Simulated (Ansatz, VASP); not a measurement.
# One calculation of TaSi2, two programs

```
CELL_PARAMETERS angstrom
4.77889 0.00000 0.00000
-2.38945 4.13864 0.00000
0.00000 0.00000 6.55655
ATOMIC_POSITIONS crystal
Ta 0.50000 0.00000 0.50000
Ta 0.50000 0.50000 0.83333
Ta 0.00000 0.50000 0.16667
Si 0.15829 0.31659 0.50000
Si 0.84171 0.15829 0.83333
Si 0.68341 0.84171 0.16667
Si 0.84171 0.68341 0.50000
Si 0.15829 0.84171 0.83333
Si 0.31659 0.15829 0.16667
```

Alike in both runs: functional r2SCAN; k mesh 9 × 9 × 6; occupations gaussian, width 0.1 eV; no spin polarisation.

Ansatz relaxed the structure, and its values are those at the end. VASP's run is a single point on that final structure, the one shown.

```csv
,VASP,Ansatz
version,VASP 6.6.1,Ansatz 0.2.0
potentials or method,"VASP PAW PBE potentials, release 64 (Ta_pv, Si), cutoff 520 eV","scalar-relativistic, plane waves, PAW"
valence electrons in the cell,57,63
```

|  | VASP | Ansatz | Ansatz less VASP |
| --- | --- | --- | --- |
| gap on the k mesh at the Fermi level (eV) | none | none | - |
| pressure (GPa) | 0.3 | 0.0 | -0.29 |
| rms of the force components (eV/Å) | 0.005 | 0.000 | -0.0043 |

VASP's potentials were made for PBE, not for r2SCAN. A gap of «none» marks a metal or a gap that the smearing closes. VASP's potentials hold 57 valence electrons a cell and Ansatz's 63, so a difference there can come from the potentials and not from the codes.

Spin-orbit coupling is off throughout.
